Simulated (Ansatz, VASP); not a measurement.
## SnGe3Te4: VASP beside Ansatz

```
CELL_PARAMETERS angstrom
4.48651 0.00000 0.00000
0.00000 4.28839 0.00000
-0.57132 0.00000 12.40711
ATOMIC_POSITIONS crystal
Sn 0.00498 0.00000 0.49422
Ge 0.03965 0.00000 0.99340
Ge 0.55260 0.50000 0.74527
Ge 0.53028 0.50000 0.23577
Te 0.97534 0.00000 0.76297
Te 0.48538 0.50000 0.51376
Te 0.94986 0.00000 0.24790
Te 0.46191 0.50000 0.00671
```

Change from the starting cell: the structure that the rattled cell fell into.

Alike in both runs: task single point; functional PBE; k mesh 4 × 4 × 2; occupations gaussian, width 0.1 eV; no spin polarisation.

```csv
,VASP,Ansatz
version,VASP 6.6.1,Ansatz 0.2.0
potentials or method,"VASP PAW PBE potentials, release 64 (Sn_d, Ge_d, Te), cutoff 520 eV","scalar-relativistic, plane waves, PAW"
valence electrons in the cell,80,120
```

|  | VASP | Ansatz | Ansatz less VASP |
| --- | --- | --- | --- |
| gap on the k mesh at the Fermi level (eV) | 0.31 | 0.31 | +0.001 |
| least direct gap on the mesh (eV) | 0.34 | 0.34 | -0.002 |
| pressure (GPa) | -0.1 | -0.1 | +0.01 |
| traceless stress, the component that is largest in VASP (GPa) | 0.28 | 0.28 | -0.003 |
| rms of the force components (eV/Å) | 0.032 | 0.036 | +0.0040 |

Atom by atom the forces differ by 0.005 eV/Å (rms over components). With one functional, cell and mesh, what is left measures potentials, basis and numerics. VASP's potentials hold 80 valence electrons a cell and Ansatz's 120, so a difference there can come from the potentials and not from the codes.

Spin-orbit coupling is off throughout.
